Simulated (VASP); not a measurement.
Write the native input for VASP 6.6.1 that does the following.

```
Task                    : density of states
Functional              : PBEsol
Potentials or basis     : VASP PAW PBE potentials, release 64 (Ti_sv)
Cutoff                  : 520 eV
k mesh                  : 15 × 15 × 8
Occupations             : fermi-dirac, width 0.05 eV
Spin                    : no spin polarisation
Dipole correction       : no
k mesh for the DOS      : 23 × 23 × 12
Occupations for the DOS : tetrahedron
Further INCAR settings  : ALGO = Normal; EDIFF = 1e-06; NBANDS = 19
```

Crystal: Ti.

```
Ti
1.0
     2.90222    0.00000    0.00000
    -1.45111    2.51340    0.00000
     0.00000    0.00000    4.58707
Ti
2
Cartesian
  0.0000 1.6756 1.1468
  1.4511 0.8378 3.4403
```

The input as run:

POSCAR

```
Ti
1.0
    2.9022240663      0.0000000000      0.0000000000
   -1.4511120332      2.5133997689      0.0000000000
    0.0000000000      0.0000000000      4.5870744761
Ti
2
Direct
    0.3333333333      0.6666666667      0.2500000000
    0.6666666667      0.3333333333      0.7500000000
```

INCAR.step1

```
PREC = Accurate
ENCUT = 520
EDIFF = 1E-6
ISMEAR = -1
SIGMA = 0.05
LREAL = F
LASPH = T
NELM = 60
ALGO = Normal
ISIF = 2
LWAVE = F
LCHARG = T
LMAXMIX = 4
GGA = PS
NBANDS = 19
```

KPOINTS.step1

```
Automatic mesh
0
Gamma
  15 15 8
```

INCAR.step2

```
PREC = Accurate
ENCUT = 520
EDIFF = 1E-6
ISMEAR = -5
SIGMA = 0.05
LREAL = F
LASPH = T
NELM = 60
ALGO = Normal
ISIF = 2
LWAVE = F
LCHARG = F
LMAXMIX = 4
GGA = PS
LORBIT = 11
NBANDS = 19
NEDOS = 2001
ICHARG = 11
```

KPOINTS.step2

```
Automatic mesh
0
Gamma
  23 23 12
```

Potentials or basis: VASP PAW PBE potentials, release 64 (Ti_sv).

Run with:

```bash
$ cat potpaw_PBE.64/Ti_sv/POTCAR > POTCAR
$ cp INCAR.step1 INCAR
$ cp KPOINTS.step1 KPOINTS
$ mpirun -np 1 vasp_std > vasp.out
$ cp INCAR.step2 INCAR
$ cp KPOINTS.step2 KPOINTS
$ mpirun -np 1 vasp_std > vasp.out
```

Results of the run:

```
Valence electrons inside the program's atomic spheres : Ti 10.30
```

It took 3 min on 1 thread of Intel(R) Xeon(R) Platinum 8259CL CPU @ 2.50GHz (Skylake/Cascade Lake) (shared host), peak memory 0.31 GiB.
